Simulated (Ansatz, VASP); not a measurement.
**Hg2Pb in VASP and in Ansatz**

```
Hg Pb
1.0
     3.49889    0.00000    0.00000
    -1.74945    3.03013    0.00000
     0.00000    0.00000    8.05422
Hg Pb
2 1
Direct
  0.33333 0.66667 0.34349
  0.66667 0.33333 0.65651
  0.00000 0.00000 0.00000
```

Alike in both runs: functional PBE; k mesh 18 × 18 × 6; occupations gaussian, width 0.1 eV; no spin polarisation.

Ansatz relaxed the structure, and its values are those at the end. VASP's run is a single point on that final structure, the one shown.

```csv
,VASP,Ansatz
version,VASP 6.6.1,Ansatz 0.2.0
potentials or method,"VASP PAW PBE potentials, release 64 (Hg, Pb_d), cutoff 520 eV","scalar-relativistic, plane waves, PAW"
valence electrons in the cell,38,54
```

VASP gave:

| Quantity | Value |
| --- | --- |
| gap on the k mesh at the Fermi level (eV) | none |
| pressure (GPa) | 0.1 |
| rms of the force components (eV/Å) | 0.006 |

Task: Estimate Ansatz's values.

Result: gap on the k mesh at the Fermi level (eV): none; pressure (GPa): 0.0; rms of the force components (eV/Å): 0.001.

A gap of «none» marks a metal or a gap that the smearing closes. The functional is the same, so the differences come from potentials, cutoffs and numerics. VASP's potentials hold 38 valence electrons a cell and Ansatz's 54, so a difference there can come from the potentials and not from the codes.

Neither program's run includes spin-orbit coupling.
